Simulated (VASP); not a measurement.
Write the native input for VASP 6.6.1 that does the following.

```yaml
Task: single point
Functional: PBE
Potentials_or_basis: VASP PAW PBE potentials, release 64 (In_d, Se)
Cutoff: 520 eV
k_mesh: 7 × 7 × 7
Occupations: fermi-dirac, width 0.05 eV
Spin: no spin polarisation
Dipole_correction: no
Further_INCAR_settings: ALGO = Normal; EDIFF = 1e-07; NBANDS = 16
```

The structure of InSe lies in POSCAR:

```
InSe
1.0
    3.6076631581      0.0000000000      0.0000000000
    0.0000000000      3.6076631581      0.0000000000
    0.0000000000      0.0000000000      3.6076631581
In Se
1 1
Direct
    0.5000000000      0.5000000000      0.5000000000
    0.0000000000      0.0000000000      0.0000000000
```

One way to write it, as run:

INCAR

```
PREC = Accurate ; ENCUT = 520
EDIFF = 1E-7 ; ISMEAR = -1
SIGMA = 0.05 ; LREAL = F
LASPH = T ; NELM = 60
ALGO = Normal ; ISIF = 2
LWAVE = F ; LCHARG = F
GGA = PE ; NBANDS = 16
```

KPOINTS

```
Automatic mesh
0
Gamma
  7 7 7
```

Potentials or basis: VASP PAW PBE potentials, release 64 (In_d, Se).

Command:

```bash
$ cat potpaw_PBE.64/In_d/POTCAR potpaw_PBE.64/Se/POTCAR > POTCAR
$ mpirun -np 1 vasp_std > vasp.out
```

It gave:

The pressure is 1.0 GPa.

Run time: 7.9 s on 1 thread of AMD EPYC 9R45 (Zen 5) (shared host), peak memory 0.12 GiB.
